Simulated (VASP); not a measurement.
# BP (I-4m2) in VASP: notebook

The runs below take BP through single point, with r2SCAN.

Program: VASP 6.6.1. These are calculated values, not measurements. Logs are shortened: lines on timing, memory, paths and dates and some standing lists are left out, and cuts for length are marked.

## 1. The cell of the first run

The structure is tetragonal, space group I-4m2 (No. 119). Conventional cell: a = 3.160 Å, b = 3.160 Å, c = 4.605 Å, α = 90.00°, β = 90.00°, γ = 90.00°. Within 2.6 Å of B (site symmetry -4m2) lie 4 P at 1.95 Å. Within 2.6 Å of P (site symmetry -4m2) lie 4 B at 1.95 Å.

## 2. Single point, r2SCAN (strain -0.015 along x and y, +0.015 along z)

The input, POSCAR:

```
BP
1.0
    0.0000000000      2.2342428123      2.3022908167
    2.2342428123      0.0000000000      2.3022908167
    2.2342428123      2.2342428123      0.0000000000
B P
1 1
Direct
    0.0000000000      0.0000000000      0.0000000000
    0.7500000000      0.7500000000      0.7500000000
```

The input, INCAR.step1:

```
SYSTEM = BP
ALGO     = Normal         ! electronic algorithm
EDIFF    = 1E-4           ! SCF threshold, eV
ENCUT    = 520            ! plane-wave cutoff, eV
GGA      = PE             ! functional
ISMEAR   = 0              ! smearing method
LASPH    = .TRUE.         ! aspherical terms in the spheres
LCHARG   = .FALSE.        ! write CHGCAR
LREAL    = .FALSE.        ! projectors in reciprocal space
LWAVE    = .TRUE.         ! write WAVECAR
NBANDS   = 11             ! bands
NELM     = 60             ! most SCF steps
PREC     = Accurate       ! precision mode
SIGMA    = 0.05           ! smearing width, eV
```

The input, INCAR.step2:

```
SYSTEM = BP
ALGO     = Normal         ! electronic algorithm
EDIFF    = 1E-7           ! SCF threshold, eV
ENCUT    = 520            ! plane-wave cutoff, eV
ISIF     = 2              ! what is computed and relaxed
ISMEAR   = 0              ! smearing method
ISTART   = 1            
LASPH    = .TRUE.         ! aspherical terms in the spheres
LCHARG   = .TRUE.         ! write CHGCAR
LELF     = .TRUE.         ! ELF
LMIXTAU  = .TRUE.       
LREAL    = .FALSE.        ! projectors in reciprocal space
LVHAR    = .TRUE.       
LWAVE    = .FALSE.        ! write WAVECAR
METAGGA  = R2SCAN         ! meta-GGA
NBANDS   = 11             ! bands
NELM     = 60             ! most SCF steps
PREC     = Accurate       ! precision mode
SIGMA    = 0.05           ! smearing width, eV
```

The input, KPOINTS:

```
k-points
0
G
  10 10 10
  0 0 0
```

Potentials or basis: VASP PAW PBE potentials, release 64 (B, P).

Run with:

```sh
$ cat potpaw_PBE.64/B/POTCAR potpaw_PBE.64/P/POTCAR > POTCAR
$ cp INCAR.step1 INCAR
$ mpirun -np 1 vasp_std > vasp.out
$ cp INCAR.step2 INCAR
$ mpirun -np 1 vasp_std > vasp.out
```

OUTCAR:

```text
SYSTEM = BP
   EDIFF = 1E-7
   ENCUT = 520
   ISIF = 2
   ISMEAR = 0
   ISTART = 1
   LASPH = .TRUE.
   LREAL = .FALSE.
   METAGGA = R2SCAN
   NELM = 60
   PREC = Accurate

 ion  position               nearest neighbor table
   1  0.000  0.000  0.000-   2 1.95   2 1.95   2 1.95   2 1.95
   2  0.750  0.750  0.750-   1 1.95   1 1.95   1 1.95   1 1.95

  LATTYP: Found a body centered tetragonal cell.
 ALAT       =     3.1596964868
 C/A-ratio  =     1.4572860566

  Lattice vectors:

 A1 = (  -2.2342428123,   0.0000000000,   2.3022908167)
 A2 = (   2.2342428123,   0.0000000000,   2.3022908167)
 A3 = (   0.0000000000,   2.2342428123,  -2.3022908167)

Analysis of symmetry for initial positions (statically):
=====================================================================
 Subroutine PRICEL returns:
 Original cell was already a primitive cell.

 Routine SETGRP: Setting up the symmetry group for a
 body centered tetragonal supercell.

 Subroutine GETGRP returns: Found  8 space group operations
 (whereof  8 operations were pure point group operations)
 out of a pool of 16 trial point group operations.

The static configuration has the point symmetry D_2d.

Analysis of symmetry for dynamics (positions and initial velocities):
=====================================================================
 Subroutine PRICEL returns:
 Original cell was already a primitive cell.

 Routine SETGRP: Setting up the symmetry group for a
 body centered tetragonal supercell.

 Subroutine GETGRP returns: Found  8 space group operations
 (whereof  8 operations were pure point group operations)
 out of a pool of 16 trial point group operations.

The dynamic configuration has the point symmetry D_2d.

 Subroutine INISYM returns: Found  8 space group operations
 (whereof  8 operations are pure point group operations),
 and found     1 'primitive' translations

----------------------------------------------------------------------------------------

                                     Primitive cell

  volume of cell :      22.9853

  direct lattice vectors                    reciprocal lattice vectors
     0.000000000  2.234242812  2.302290817    -0.223789463  0.223789463  0.217174996
     2.234242812  0.000000000  2.302290817     0.223789463 -0.223789463  0.217174996
     2.234242812  2.234242812  0.000000000     0.223789463  0.223789463 -0.217174996

  length of vectors
     3.208174551  3.208174551  3.159696487     0.383833853  0.383833853  0.383833853

  position of ions in fractional coordinates (direct lattice)
[... 88 lines left out ...]
   TEBEG  =    0.0;   TEEND  =   0.0 temperature during run
   PSTRESS=    0.0 pullay stress
   NELECT =       8.0000    total number of electrons
   NUPDOWN=      -1.0000    fix difference up-down
   EMIN   =  10.00;   EMAX   =-10.00  energy-range for DOS
   EFERMI =   0.00;   METHOD = LEGACY
   ISMEAR =     0;   SIGMA  =   0.05  broadening in eV -4-tet -1-fermi 0-gaus
   EFERMI_NEDOS =   21; number of points for ismear=-14 and -15
   IALGO  =     38    algorithm
   IMIX   =      4    mixing-type and parameters
     AMIX     =   0.40;   BMIX     =  1.00
     AMIX_MAG =   1.60;   BMIX_MAG =  1.00
  volume/ion in A,a.u.               =      11.49        77.56
  Fermi-wavevector in a.u.,A,eV,Ry     =   1.151563  2.176139 18.042662  1.326098
  Thomas-Fermi vector in A             =   2.288220
   LORBIT       =      0    0 simple, 1 ext, 2 COOP (PROOUT), +10 PAW based schemes
   METAGGA = R2SCAN    functional components
   LHFCALC =     F    Hartree Fock is set to
   AEXX    =    0.0000 exact exchange contribution
   IVDW    =     0    specifies the selected vdW correction
   LEPSILON=     F    determine dielectric tensor
   LRPA    =     F    only Hartree local field effects (RPA)
 non-spin polarized calculation
 Gauss-broadening in eV      SIGMA  =   0.05
  energy-cutoff  :      520.00
  volume of cell :       22.99
 maximum number of plane-waves:       636
   NGX = 11   NGY = 11   NGZ = 11

 number of electron       8.0000001 magnetization

 Free energy of the ion-electron system (eV)
  ---------------------------------------------------
  ext. energy  EPLUGINS =         0.00000000
  ---------------------------------------------------
  free energy    TOTEN  =       -17.29635124 eV

  energy without entropy =      -17.29635124  energy(sigma->0) =      -17.29635124

 E-fermi :   7.9306     XC(G=0): -11.5757

 val. band max:        7.6954973708   @ k =   0.0000   0.0000   0.0000
 cond. band min:       8.8793437023   @ k =   0.4000   0.0000   0.4000
 fundamental gap:      1.1838463315
 Fermi energy:         7.9306162184

 k-point     1 :       0.0000    0.0000    0.0000
  band No.  band energies     occupation
      1      -8.8253      2.00000
      2       7.3686      2.00000
      3       7.6955      2.00000
      4       7.6955      2.00000
      5      11.1962      0.00000
      6      11.1962      0.00000
      7      11.3775      0.00000
      8      15.8412      0.00000
      9      19.8311      0.00000
     10      20.1267      0.00000
     11      20.7013      0.00000
[... 309 lines left out ...]
 k-point    24 :       0.4000    0.3000    0.0000
  band No.  band energies     occupation
      1      -5.7938      2.00000
      2       0.8462      2.00000
      3       3.3654      2.00000
      4       4.0281      2.00000
      5       9.8810      0.00000
      6      11.7398      0.00000
      7      17.8215      0.00000
      8      17.8815      0.00000
      9      22.5717      0.00000
     10      23.8478      0.00000
     11      25.7628      0.00000

 [... further k-points ...]

------------------------ aborting loop because EDIFF is reached ----------------------------------------

  FORCE on cell =-STRESS in cart. coord.  units (eV):
  Direction    XX          YY          ZZ          XY          YZ          ZX
  --------------------------------------------------------------------------------------
  -------------------------------------------------------------------------------------
  Total        0.7450233      0.7450233     -0.5679876      0.0000000      0.0000000      0.0000000
  in kB       51.9313386     51.9313386    -39.5911881      0.0000000      0.0000000      0.0000000
  external PRESSURE =      21.4238297 kB  Pullay stress =       0.0000000 kB

 VOLUME and BASIS-vectors are now :
 -----------------------------------------------------------------------------
  energy-cutoff  :      520.00
  volume of cell :       22.99
      direct lattice vectors                 reciprocal lattice vectors
     0.000000000  2.234242812  2.302290817    -0.223789463  0.223789463  0.217174996
     2.234242812  0.000000000  2.302290817     0.223789463 -0.223789463  0.217174996
     2.234242812  2.234242812  0.000000000     0.223789463  0.223789463 -0.217174996

 POSITION                                       TOTAL-FORCE (eV/Angst)
 -----------------------------------------------------------------------------------
      0.00000      0.00000      0.00000         0.000000     -0.000000     -0.000000
      3.35136      3.35136      3.45344        -0.000000      0.000000      0.000000
 -----------------------------------------------------------------------------------
    total drift:                               -0.000000     -0.000000     -0.000000

  FREE ENERGIE OF THE ION-ELECTRON SYSTEM (eV)
  ---------------------------------------------------
  free  energy   TOTEN  =       -17.2963512409 eV

  energy  without entropy=      -17.2963512409  energy(sigma->0) =      -17.29635124
```

OSZICAR.step1:

```text
N       E                     dE             d eps       ncg     rms          rms(c)
DAV:   1     0.986061305208E+01    0.98606E+01   -0.40066E+03  2244   0.659E+02
DAV:   2    -0.130348978230E+02   -0.22896E+02   -0.21729E+02  3008   0.111E+02
DAV:   3    -0.136519491403E+02   -0.61705E+00   -0.61568E+00  2867   0.160E+01
DAV:   4    -0.136542395084E+02   -0.22904E-02   -0.22901E-02  2593   0.113E+00
DAV:   5    -0.136542513198E+02   -0.11811E-04   -0.11811E-04  2761   0.810E-02    0.737E+00
DAV:   6    -0.130160380821E+02    0.63821E+00   -0.14358E+00  2550   0.523E+00    0.397E+00
DAV:   7    -0.129204321443E+02    0.95606E-01   -0.24857E-01  2801   0.248E+00    0.135E+00
DAV:   8    -0.129124223006E+02    0.80098E-02   -0.27349E-02  2635   0.950E-01    0.199E-01
DAV:   9    -0.129127397466E+02   -0.31745E-03   -0.71692E-04  2651   0.182E-01    0.129E-01
DAV:  10    -0.129129337291E+02   -0.19398E-03   -0.24567E-04  2548   0.987E-02    0.289E-02
DAV:  11    -0.129129441121E+02   -0.10383E-04   -0.10959E-05  1329   0.223E-02
   1 F= -.12912944E+02 E0= -.12912944E+02  d E =-.202161E-12
```

It took 59 s on 1 thread of Intel Xeon Platinum 8259CL at 2.50GHz (Skylake/Cascade Lake), shared host; peak memory 0.15 GiB.

Results:

```
Free energy            : -17.2964 eV
Pressure               : 2.1 GPa
Band gap on the k mesh : 1.18 eV, indirect (least direct gap 3.50 eV)
```

Caveat: the cell differs from its parent crystal (strain -0.015 along x and y, +0.015 along z); the PAW data sets were made with another functional, which shifts forces and pressure a little.

## 3. Single point, r2SCAN (strain -0.015 along x and y, +0.030 along z)

The input, POSCAR:

```
BP
1.0
    0.0000000000      2.2342428123      2.3363148189
    2.2342428123      0.0000000000      2.3363148189
    2.2342428123      2.2342428123      0.0000000000
B P
1 1
Direct
    0.0000000000      0.0000000000      0.0000000000
    0.7500000000      0.7500000000      0.7500000000
```

The input, INCAR.step1:

```
PREC     = Accurate       # precision mode
ENCUT    = 520            # plane-wave cutoff, eV
ISMEAR   = 0              # smearing method
SIGMA    = 0.05           # smearing width, eV
LREAL    = F              # projectors in reciprocal space
LASPH    = T              # aspherical terms in the spheres
NELM     = 100            # most SCF steps
NBANDS   = 11             # bands
GGA      = PE             # functional
ALGO     = Normal         # electronic algorithm
EDIFF    = 1E-4           # SCF threshold, eV
LWAVE    = T              # write WAVECAR
LCHARG   = F              # write CHGCAR
```

The input, INCAR.step2:

```
PREC     = Accurate       # precision mode
ENCUT    = 520            # plane-wave cutoff, eV
EDIFF    = 1E-7           # SCF threshold, eV
ISMEAR   = 0              # smearing method
SIGMA    = 0.05           # smearing width, eV
LREAL    = F              # projectors in reciprocal space
LASPH    = T              # aspherical terms in the spheres
NELM     = 100            # most SCF steps
ALGO     = Normal         # electronic algorithm
ISIF     = 2              # what is computed and relaxed
LWAVE    = F              # write WAVECAR
LCHARG   = T              # write CHGCAR
METAGGA  = R2SCAN         # meta-GGA
LMIXTAU  = T            
LELF     = T              # ELF
LVHAR    = T            
NBANDS   = 11             # bands
ISTART   = 1
```

The input, KPOINTS:

```
regular mesh
0
Gamma
  10 10 10
```

Potentials or basis: VASP PAW PBE potentials, release 64 (B, P).

Run with:

```sh
$ cat potpaw_PBE.64/B/POTCAR potpaw_PBE.64/P/POTCAR > POTCAR
$ cp INCAR.step1 INCAR
$ mpirun -np 1 vasp_std > vasp.out
$ cp INCAR.step2 INCAR
$ mpirun -np 1 vasp_std > vasp.out
```

It took 59 s on 1 thread of Intel Xeon Platinum 8259CL at 2.50GHz (Skylake/Cascade Lake), shared host; peak memory 0.15 GiB.

Results (log left out):

| Item | Value |
| --- | --- |
| Free energy | -17.2822 eV |
| Pressure | -0.4 GPa |
| Band gap on the k mesh | 1.09 eV, indirect (least direct gap 3.40 eV) |

Stress tensor (GPa, compression positive):
```
 4.16  0.00  0.00
 0.00  4.16  0.00
 0.00  0.00 -9.54
```

Levels at points of the mesh, in eV from the valence-band top:
| k point | band 1 | band 2 | band 3 | band 4 | band 5 | band 6 | band 7 | band 8 | band 9 |
| --- | --- | --- | --- | --- | --- | --- | --- | --- | --- |
| (0.00, 0.00, 0.00) | -16.44 | -0.49 | 0.00 | 0.00 | 3.40 | 3.40 | 3.67 | 7.83 | 11.82 |
| (0.50, 0.00, 0.00) | -12.94 | -9.67 | -2.34 | -1.72 | 3.67 | 4.96 | 5.10 | 10.79 | 15.04 |
| (0.50, 0.50, 0.00) | -11.57 | -9.57 | -4.18 | -4.18 | 1.72 | 2.19 | 12.92 | 12.92 | 15.88 |
| (0.50, 0.00, 0.50) | -11.11 | -9.16 | -4.72 | -4.62 | 1.21 | 1.53 | 12.32 | 13.33 | 16.00 |

Caveat: the cell differs from its parent crystal (strain -0.015 along x and y, +0.030 along z); the PAW data sets were made with another functional, which shifts forces and pressure a little.

## 4. Single point, r2SCAN (strain +0.000 along x and y, +0.015 along z)

The input, POSCAR:

```
BP
1.0
    0.0000000000      2.2682668145      2.3022908167
    2.2682668145      0.0000000000      2.3022908167
    2.2682668145      2.2682668145      0.0000000000
B P
1 1
Direct
    0.0000000000      0.0000000000      0.0000000000
    0.7500000000      0.7500000000      0.7500000000
```

The input, INCAR.step1:

```
ALGO = Normal ; EDIFF = 1E-4
ENCUT = 520 ; GGA = PE
ISMEAR = 0 ; LASPH = True
LCHARG = False ; LREAL = False
LWAVE = True ; NBANDS = 11
NELM = 80 ; PREC = Accurate
SIGMA = 0.05
```

The input, INCAR.step2:

```
ALGO = Normal ; EDIFF = 1E-7
ENCUT = 520 ; ISIF = 2
ISMEAR = 0 ; ISTART = 1
LASPH = True ; LCHARG = False
LMIXTAU = True ; LREAL = False
LWAVE = False ; METAGGA = R2SCAN
NBANDS = 11 ; NELM = 80
PREC = Accurate ; SIGMA = 0.05
```

The input, KPOINTS:

```
k-points
0
Gamma
  10 10 10
```

Run with:

```sh
$ cat potpaw_PBE.64/B/POTCAR potpaw_PBE.64/P/POTCAR > POTCAR
$ cp INCAR.step1 INCAR
$ mpirun -np 1 vasp_std > vasp.out
$ cp INCAR.step2 INCAR
$ mpirun -np 1 vasp_std > vasp.out
```

Run time: 56 s. Hardware: 1 thread of Intel Xeon Platinum 8259CL at 2.50GHz (Skylake/Cascade Lake), shared host; peak memory 0.15 GiB.

It converged, with:

* Free energy: -17.3046 eV
* Pressure: -2.9 GPa
* Band gap on the k mesh: 1.35 eV, indirect (least direct gap 3.54 eV)

Stress tensor (GPa, compression positive):
```
-1.50  0.00  0.00
 0.00 -1.50  0.00
 0.00  0.00 -5.83
```

Levels at points of the mesh, in eV from the valence-band top:
```csv
k point,band 2,band 3,band 4,band 5,band 6,band 7
"(0.00, 0.00, 0.00)",-0.16,0.00,0.00,3.54,3.54,3.63
"(0.50, 0.00, 0.00)",-9.45,-2.00,-1.80,3.96,4.93,5.04
"(0.50, 0.50, 0.00)",-9.20,-4.24,-4.24,1.63,2.02,12.88
"(0.50, 0.00, 0.50)",-9.06,-4.41,-4.38,1.46,1.80,12.70
```

Caveat: the cell differs from its parent crystal (strain +0.000 along x and y, +0.015 along z); the PAW data sets were made with another functional, which shifts forces and pressure a little. A k mesh can miss the band edges.

## 5. Single point, r2SCAN (strain +0.015 along x and y, -0.015 along z)

The input, POSCAR:

```
BP
1.0
    0.0000000000      2.3022908167      2.2342428123
    2.3022908167      0.0000000000      2.2342428123
    2.3022908167      2.3022908167      0.0000000000
B P
1 1
Direct
    0.0000000000      0.0000000000      0.0000000000
    0.7500000000      0.7500000000      0.7500000000
```

The input, INCAR.step1:

```
ALGO = Normal
EDIFF = 1E-4
ENCUT = 520
GGA = PE
ISMEAR = 0
LASPH = T
LCHARG = F
LREAL = F
LWAVE = T
NBANDS = 11
NELM = 100
PREC = Accurate
SIGMA = 0.05
```

The input, INCAR.step2:

```
ALGO = Normal
EDIFF = 1E-6
ENCUT = 520
ISIF = 2
ISMEAR = 0
ISTART = 1
LASPH = T
LCHARG = T
LELF = T
LMIXTAU = T
LREAL = F
LVHAR = T
LWAVE = F
METAGGA = R2SCAN
NBANDS = 11
NELM = 100
PREC = Accurate
SIGMA = 0.05
```

KPOINTS is that of step 4.

Run with:

```sh
$ cat potpaw_PBE.64/B/POTCAR potpaw_PBE.64/P/POTCAR > POTCAR
$ cp INCAR.step1 INCAR
$ mpirun -np 1 vasp_std > vasp.out
$ cp INCAR.step2 INCAR
$ mpirun -np 1 vasp_std > vasp.out
```

It took 46 s on 1 thread of Intel Xeon Platinum 8259CL at 2.50GHz (Skylake/Cascade Lake), shared host; peak memory 0.15 GiB.

Results (log left out):

- Free energy: -17.2955 eV
- Pressure: -2.9 GPa
- Band gap on the k mesh: 0.99 eV, indirect (least direct gap 3.30 eV)

Stress tensor (GPa, compression positive):
```
-5.66  0.00  0.00
 0.00 -5.66  0.00
 0.00  0.00  2.56
```

Levels at points of the mesh, in eV from the valence-band top:
| k point | band 1 | band 2 | band 3 | band 4 | band 5 | band 6 | band 7 | band 8 | band 9 |
| --- | --- | --- | --- | --- | --- | --- | --- | --- | --- |
| (0.00, 0.00, 0.00) | -16.33 | -0.30 | -0.30 | 0.00 | 3.30 | 3.49 | 3.49 | 7.58 | 12.00 |
| (0.50, 0.00, 0.00) | -12.89 | -9.60 | -2.24 | -1.85 | 3.74 | 4.67 | 5.08 | 10.68 | 14.85 |
| (0.50, 0.50, 0.00) | -11.05 | -9.07 | -4.70 | -4.70 | 1.13 | 1.43 | 12.71 | 12.71 | 16.23 |
| (0.50, 0.00, 0.50) | -11.35 | -9.35 | -4.41 | -4.35 | 1.49 | 1.87 | 12.38 | 13.01 | 15.76 |

Caveat: the cell differs from its parent crystal (strain +0.015 along x and y, -0.015 along z); the PAW data sets were made with another functional, which shifts forces and pressure a little.

## 6. Summary

```tsv
cell	gap on the mesh (eV)	pressure (GPa)
a = 3.208, b = 3.208, c = 3.160 Å, angles 60.5, 60.5, 59.0°, 2 atoms	1.18	2.1
a = 3.233, b = 3.233, c = 3.160 Å, angles 60.7, 60.7, 58.5°, 2 atoms	1.09	-0.4
a = 3.232, b = 3.232, c = 3.208 Å, angles 60.2, 60.2, 59.5°, 2 atoms	1.35	-2.9
a = 3.208, b = 3.208, c = 3.256 Å, angles 59.5, 59.5, 61.0°, 2 atoms	0.99	-2.9
```

Alike in all rows: task single point; level r2SCAN; potentials or basis VASP PAW PBE potentials, release 64 (B, P); no spin polarisation; k mesh 10 × 10 × 10; cutoff (eV) 520; smearing gaussian 0.05 eV.

Caveats: the PAW data sets were made with another functional, which shifts forces and pressure a little.

Absolute energies hang on the potentials; compare differences alone.
